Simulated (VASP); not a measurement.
# Sr (P6_3/mmc) in VASP: notebook, part 2 of 2

VASP 6.6.1. Earlier steps stand in the parts before.

### Step 3. Single point, PBE (biaxial strain in the a-b plane: +4.0 %)

Contents of INCAR:

```
SYSTEM = Sr
PREC = Accurate
ENCUT = 520
EDIFF = 1E-7
ISMEAR = 0
SIGMA = 0.1
LREAL = .FALSE.
LASPH = .TRUE.
NELM = 100
ALGO = Fast
ISIF = 2
LWAVE = .FALSE.
LCHARG = .FALSE.
GGA = PE
NBANDS = 28
```

Contents of KPOINTS:

```
Automatic mesh
0
G
  12 12 4
  0 0 0
```

Contents of POSCAR:

```
Sr
1.0
    4.4332299968      0.0000000000      0.0000000000
   -2.2166149984      3.8392897980      0.0000000000
    0.0000000000      0.0000000000     13.6412104529
Sr
4
Direct
    0.0000000000      0.0000000000      0.0000000000
    0.3333333333      0.6666666667      0.2500000000
    0.0000000000      0.0000000000      0.5000000000
    0.6666666667      0.3333333333      0.7500000000
```

Potentials or basis: VASP PAW PBE potentials, release 64 (Sr_sv).

Launch:

```bash
$ cat potpaw_PBE.64/Sr_sv/POTCAR > POTCAR
$ mpirun -np 1 vasp_std > vasp.out
```

OUTCAR:

```text
SYSTEM = Sr
   PREC = Accurate
   ENCUT = 520
   EDIFF = 1E-7
   ISMEAR = 0
   LREAL = .FALSE.
   LASPH = .TRUE.
   NELM = 100
   ISIF = 2
   GGA = PE

 ion  position               nearest neighbor table
   1  0.000  0.000  0.000-   2 4.26   4 4.26   2 4.26   4 4.26   4 4.26   2 4.26
   2  0.333  0.667  0.250-   1 4.26   3 4.26   1 4.26   3 4.26   1 4.26   3 4.26
   3  0.000  0.000  0.500-   2 4.26   4 4.26   2 4.26   4 4.26   4 4.26   2 4.26
   4  0.667  0.333  0.750-   1 4.26   3 4.26   1 4.26   3 4.26   1 4.26   3 4.26

  LATTYP: Found a hexagonal cell.
 ALAT       =     4.4332299968
 C/A-ratio  =     3.0770364864

  Lattice vectors:

 A1 = (   4.4332299968,   0.0000000000,   0.0000000000)
 A2 = (  -2.2166149984,   3.8392897980,   0.0000000000)
 A3 = (   0.0000000000,   0.0000000000,  13.6412104529)

Analysis of symmetry for initial positions (statically):
=====================================================================
 Subroutine PRICEL returns:
 Original cell was already a primitive cell.

 Routine SETGRP: Setting up the symmetry group for a
 hexagonal supercell.

 Subroutine GETGRP returns: Found 24 space group operations
 (whereof 12 operations were pure point group operations)
 out of a pool of 24 trial point group operations.

The static configuration has the point symmetry D_3d.
 The point group associated with its full space group is D_6h.

Analysis of symmetry for dynamics (positions and initial velocities):
=====================================================================
 Subroutine PRICEL returns:
 Original cell was already a primitive cell.

 Routine SETGRP: Setting up the symmetry group for a
 hexagonal supercell.

 Subroutine GETGRP returns: Found 24 space group operations
 (whereof 12 operations were pure point group operations)
 out of a pool of 24 trial point group operations.

The dynamic configuration has the point symmetry D_3d.
[... 118 lines left out ...]
   EFERMI =   0.00;   METHOD = LEGACY
   ISMEAR =     0;   SIGMA  =   0.10  broadening in eV -4-tet -1-fermi 0-gaus
   EFERMI_NEDOS =   21; number of points for ismear=-14 and -15
   IALGO  =     68    algorithm
   IMIX   =      4    mixing-type and parameters
     AMIX     =   0.40;   BMIX     =  1.00
     AMIX_MAG =   1.60;   BMIX_MAG =  1.00
  volume/ion in A,a.u.               =      58.04       391.71
  Fermi-wavevector in a.u.,A,eV,Ry     =   0.910934  1.721415 11.290119  0.829800
  Thomas-Fermi vector in A             =   2.035154
   LORBIT       =      0    0 simple, 1 ext, 2 COOP (PROOUT), +10 PAW based schemes
   GGA     = PE    functional components
   LHFCALC =     F    Hartree Fock is set to
   AEXX    =    0.0000 exact exchange contribution
   IVDW    =     0    specifies the selected vdW correction
   LEPSILON=     F    determine dielectric tensor
   LRPA    =     F    only Hartree local field effects (RPA)
 non-spin polarized calculation
 RMM-DIIS sequential band-by-band and
 Gauss-broadening in eV      SIGMA  =   0.10
  energy-cutoff  :      520.00
  volume of cell :      232.18
 maximum number of plane-waves:      6297
 NGX is ok and might be reduce to    36
   NGX = 17   NGY = 17   NGZ = 51

 number of electron      40.0000001 magnetization

 Free energy of the ion-electron system (eV)
  ---------------------------------------------------
  ext. energy  EPLUGINS =         0.00000000
  ---------------------------------------------------
  free energy    TOTEN  =        -6.49930447 eV

  energy without entropy =       -6.47383857  energy(sigma->0) =       -6.48657152

 E-fermi :   1.4297     XC(G=0):  -7.1883

 val. band max:        1.3977398039   @ k =   0.1667   0.1667   0.0000
 cond. band min:       1.4306422203   @ k =   0.2500   0.0833   0.0000
 fundamental gap:      0.0329024164
 Fermi energy:         1.4297406937

 k-point     1 :       0.0000    0.0000    0.0000
  band No.  band energies     occupation
      1     -35.3236      2.00000
      2     -35.3185      2.00000
      3     -35.3140      2.00000
      4     -35.3089      2.00000
      5     -17.4003      2.00000
      6     -17.3122      2.00000
[... 733 lines left out ...]
     27       3.2462      0.00000
     28       3.5521      0.00000

 [... further k-points ...]
[... 5 lines left out ...]
  --------------------------------------------------------------------------------------
  -------------------------------------------------------------------------------------
  Total       -1.3333430     -1.3333430      0.3525743      0.0000000      0.0000000      0.0000000
  in kB       -9.2008597     -9.2008597      2.4329726      0.0000000      0.0000000      0.0000000
  external PRESSURE =      -5.3229156 kB  Pullay stress =       0.0000000 kB

 VOLUME and BASIS-vectors are now :
 -----------------------------------------------------------------------------
  energy-cutoff  :      520.00
  volume of cell :      232.18
      direct lattice vectors                 reciprocal lattice vectors
     4.433229997  0.000000000  0.000000000     0.225569168  0.130232420  0.000000000
    -2.216614998  3.839289798  0.000000000     0.000000000  0.260464839  0.000000000
     0.000000000  0.000000000 13.641210453     0.000000000  0.000000000  0.073307277

 POSITION                                       TOTAL-FORCE (eV/Angst)
 -----------------------------------------------------------------------------------
      0.00000      0.00000      0.00000         0.000000      0.000000      0.000000
     -0.00000      2.55953      3.41030        -0.000000     -0.000000      0.000000
      0.00000      0.00000      6.82061         0.000000      0.000000      0.000000
      2.21661      1.27976     10.23091         0.000000      0.000000     -0.000000
 -----------------------------------------------------------------------------------
    total drift:                               -0.000000      0.000000      0.000000

  FREE ENERGIE OF THE ION-ELECTRON SYSTEM (eV)
  ---------------------------------------------------
  free  energy   TOTEN  =        -6.4993044684 eV

  energy  without entropy=       -6.4738385735  energy(sigma->0) =       -6.48657152
```

OSZICAR:

```text
N       E                     dE             d eps       ncg     rms          rms(c)
DAV:   1     0.258738467406E+03    0.25874E+03   -0.18215E+04  3216   0.121E+03
DAV:   2     0.161436905908E+02   -0.24259E+03   -0.23934E+03  3792   0.281E+02
DAV:   3    -0.514816269927E+01   -0.21292E+02   -0.21038E+02  5056   0.585E+01
[... 15 lines left out ...]
RMM:  19    -0.649930360414E+01   -0.59370E-07   -0.33077E-06  3805   0.320E-03    0.348E-03
RMM:  20    -0.649930401886E+01   -0.41473E-06   -0.16934E-06  3599   0.264E-03    0.215E-03
RMM:  21    -0.649930421374E+01   -0.19488E-06   -0.13300E-06  3264   0.190E-03    0.195E-03
RMM:  22    -0.649930441733E+01   -0.20359E-06   -0.68782E-07  3074   0.160E-03    0.115E-03
RMM:  23    -0.649930446843E+01   -0.51098E-07   -0.52993E-07  2543   0.119E-03
   1 F= -.64993045E+01 E0= -.64865715E+01  d E =-.254659E-01
```

It took 13 min on 1 thread of Intel Xeon 8259CL, shared host; peak memory 0.54 GiB.

What came out:

```
Free energy            : -6.4993 eV
Pressure               : -0.5 GPa
Band gap on the k mesh : zero (bands 20 and 21 overlap by 0.27 eV)
```

Caveat: the cell differs from its parent crystal (biaxial strain in the a-b plane: +4.0 %).

### Step 4. Single point, PBE

This run uses another cell than the first one, of 19.44 Å³/atom.

Contents of INCAR:

```
SYSTEM = Sr
  ALGO = Fast
  EDIFF = 1E-7
  ENCUT = 520
  GGA = PE
  ISIF = 2
  ISMEAR = 0
  LASPH = .True.
  LCHARG = .True.
  LELF = .True.
  LREAL = .False.
  LVHAR = .True.
  LWAVE = .False.
  NBANDS = 28
  NELM = 100
  PREC = Accurate
  SIGMA = 0.1
```

Contents of KPOINTS:

```
k-points
0
Gamma
  12 12 4
  0 0 0
```

Contents of POSCAR:

```
Sr
1.0
    3.0400887690      0.0000000000      0.0000000000
   -1.5200443845      2.6327941037      0.0000000000
    0.0000000000      0.0000000000      9.7134881897
Sr
4
Direct
    0.0000000000      0.0000000000      0.0000000000
    0.3333333333      0.6666666667      0.2500000000
    0.0000000000      0.0000000000      0.5000000000
    0.6666666667      0.3333333333      0.7500000000
```

Launch:

```bash
$ cat potpaw_PBE.64/Sr_sv/POTCAR > POTCAR
$ mpirun -np 1 vasp_std > vasp.out
```

It took 6.4 min on 1 thread of Oxide Virtual Turin-like, shared host; peak memory 0.22 GiB.

The run converged. Its results:

* Free energy: 5.2514 eV
* Pressure: 51.2 GPa
* Band gap on the k mesh: zero (bands 20 and 21 overlap by 1.54 eV)

Stress tensor (GPa, compression positive):
```
51.17  0.00  0.00
 0.00 51.17  0.00
 0.00  0.00 51.37
```

Levels at points of the mesh, in eV from the Fermi level:
```
           k point  band 18  band 19  band 20  band 21  band 22  band 23
(0.00, 0.00, 0.00)    -1.79    -1.28    -1.26     2.68     2.77     2.80
(0.50, 0.00, 0.00)    -2.33    -1.65    -0.84    -0.14     0.68     0.72
(0.00, 0.00, 0.50)    -2.34    -1.53    -1.53     2.92     2.92     3.05
(0.50, 0.00, 0.50)    -2.12    -1.22    -1.22    -0.85    -0.85     2.27
```

Caveat: the cell stands under pressure.

### Step 5. The runs side by side

```csv
cell,further INCAR settings,gap on the mesh (eV),pressure (GPa)
"a = 4.348, b = 4.348, c = 13.867 Å, angles 90.0, 90.0, 120.0°, 4 atoms",ALGO = Fast; EDIFF = 1e-06; NBANDS = 28,none,-0.3
"a = 4.433, b = 4.433, c = 13.641 Å, angles 90.0, 90.0, 120.0°, 4 atoms",ALGO = Fast; EDIFF = 1e-07; NBANDS = 28,none,-0.5
"a = 3.040, b = 3.040, c = 9.713 Å, angles 90.0, 90.0, 120.0°, 4 atoms",ALGO = Fast; EDIFF = 1e-07; NBANDS = 28,none,51.2
```

Alike in all rows: task single point; level PBE; potentials or basis VASP PAW PBE potentials, release 64 (Sr_sv); no spin polarisation; k mesh 12 × 12 × 4; cutoff (eV) 520; smearing gaussian 0.1 eV.

Caveats: the cell stands under pressure (at least some runs).

Total energies depend on the potentials used, so only differences within one code and one set of settings carry meaning.

The gap in the log of VASP goes by the Fermi energy; the results here count the filled bands.